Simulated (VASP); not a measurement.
TaN, 4 atoms in the cell. It takes space group P6_3/mmc (No. 194, hexagonal). Conventional cell: a = 2.845 Å, b = 2.845 Å, c = 5.771 Å, α = 90.00°, β = 90.00°, γ = 120.00°. Ta (site symmetry -3m) has 6 N at 2.19 Å and 8 Ta at 2.84 to 2.89 Å within 2.9 Å. N (site symmetry -6m2) has 6 Ta at 2.19 Å and 6 N at 2.84 Å within 2.9 Å. 

- Program: VASP 6.6.1
- Task: vibrations by perturbation theory
- Functional: LDA
- Potentials or basis: VASP PAW LDA potentials, release 64 (Ta_pv, N)
- Cutoff: 520 eV
- k mesh: 18 × 18 × 8
- Occupations: fermi-dirac, width 0.15 eV
- Spin: no spin polarisation
- Dipole correction: no
- Further INCAR settings: ALGO = Normal; EDIFF = 1e-08; IBRION = 8; NSW = 1

Potentials or basis: VASP PAW LDA potentials, release 64 (Ta_pv, N).

Launch:

```console
$ cat potpaw_LDA.64/Ta_pv/POTCAR potpaw_LDA.64/N/POTCAR > POTCAR
$ mpirun -np 1 vasp_std > vasp.out
```

Hardware: 1 thread of Oxide Virtual Turin-like Processor (shared host).

Task: How long does it take, and how much memory?

Result: Run time: 110 min on 1 thread of Oxide Virtual Turin-like Processor, on a shared host, peak memory 1.2 GiB. Counts: scf iterations 91, k points 185.
